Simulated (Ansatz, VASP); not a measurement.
## Ba in VASP and in Ansatz

INCAR

```
ALGO = Normal
EDIFF = 1E-6
ENCUT = 520
ISIF = 2
ISMEAR = -1
LASPH = True
LCHARG = False
LREAL = False
LWAVE = False
NBANDS = 28
NELM = 100
PREC = Accurate
SIGMA = 0.1
```

The input KPOINTS:

```
k-points
0
Gamma
  10 10 3
```

POSCAR

```
Ba
1.0
    4.2418358400      0.0000000000      0.0000000000
   -2.1209179200      3.6735375961      0.0000000000
    0.0000000000      0.0000000000     13.8112695043
Ba
4
Direct
    1.0000000000      1.0000000000      0.0000000000
    1.0000000000      0.0000000000      0.5000000000
    0.3333333333      0.6666666667      0.2500000000
    0.6666666667      0.3333333333      0.7500000000
```

Input for Ansatz:

```yaml
crystal:
  lattice:
    - [4.24183584, 0.0, 0.0]
    - [-2.12091792, 3.6735375961, 0.0]
    - [0.0, 0.0, 13.8112695043]
  atoms:
    - { symbol: Ba, position: [1.0, 1.0, 0.0] }
    - { symbol: Ba, position: [1.0, 0.0, 0.5] }
    - { symbol: Ba, position: [0.3333333333, 0.6666666667, 0.25] }
    - { symbol: Ba, position: [0.6666666667, 0.3333333333, 0.75] }
hamiltonian:
  xc: lda
  pseudopotentials:
    kind: paw
    azcp:
      Ba: "pseudopotentials/Ba.paw.azcp"
basis:
  ecutwfc: 420
  fft_grid_basis: typed
kpoints:
  mp_grid: { grid: [10, 10, 3], shift: [0, 0, 0] }
magnetization:
  spin_polarized: false
scf:
  occupations: { method: fermi_dirac, width: 0.1 }
  lower_state_search: "off"
output:
  stress: true
```

Alike in both runs: task single point; functional LDA; k mesh 10 × 10 × 3; occupations fermi-dirac, width 0.1 eV; no spin polarisation.

```csv
,VASP,Ansatz
version,VASP 6.6.1,Ansatz 0.2.0
potentials or method,"VASP PAW LDA potentials, release 64 (Ba_sv), cutoff 520 eV","plane waves (420 eV) with PAW, scalar-relativistic"
valence electrons in the cell,40,40
```

Ansatz gave:

```
pressure (GPa) : 0.0
```

Question: Which values does VASP return?

Answer: Pressure (GPa): 0.1.

Ansatz warns that its potentials were made for another functional, while VASP's fit it. LDA's correlation is that of Perdew and Zunger in VASP and of Perdew and Wang (1992) in Ansatz.

Neither program's run includes spin-orbit coupling.
